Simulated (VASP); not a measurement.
Write the native input for VASP 6.6.1 that does the following.

| Item | Value |
| --- | --- |
| Task | single point |
| Functional | LDA |
| Potentials or basis | VASP PAW LDA potentials, release 64 (Ti_sv) |
| Cutoff | 520 eV |
| k mesh | 8 × 8 × 5 |
| Occupations | methfessel-paxton, width 0.05 eV |
| Spin | no spin polarisation |
| Dipole correction | no |
| Further INCAR settings | ALGO = Normal; EDIFF = 1e-07; NBANDS = 19 |

The structure of Ti lies in POSCAR:

```
Ti
1.0
    2.8433038866      0.0000000000      0.0000000000
   -1.4216519433      2.4623733965      0.0000000000
    0.0000000000      0.0000000000      4.5142124169
Ti
2
Direct
    0.3333333333      0.6666666667      0.2500000000
    0.6666666667      0.3333333333      0.7500000000
```

These files were run (other wordings do the same):

INCAR

```
SYSTEM = Ti
PREC = Accurate
ENCUT = 520
EDIFF = 1E-7
ISMEAR = 1
SIGMA = 0.05
LREAL = .FALSE.
LASPH = .TRUE.
NELM = 100
ALGO = Normal
ISIF = 2
LWAVE = .FALSE.
LCHARG = .FALSE.
GGA = CA
NBANDS = 19
```

KPOINTS

```
regular mesh
0
G
  8 8 5
  0 0 0
```

Potentials or basis: VASP PAW LDA potentials, release 64 (Ti_sv).

Launch:

```bash
$ cat potpaw_LDA.64/Ti_sv/POTCAR > POTCAR
$ mpirun -np 1 vasp_std > vasp.out
```

It gave:

The pressure is 2.5 GPa and the band gap on the k mesh is zero (bands 12 and 13 overlap by 0.99 eV).

It took 14 s on 1 thread of Intel(R) Xeon(R) Platinum 8259CL CPU @ 2.50GHz (Skylake/Cascade Lake), on a shared host, peak memory 0.14 GiB.
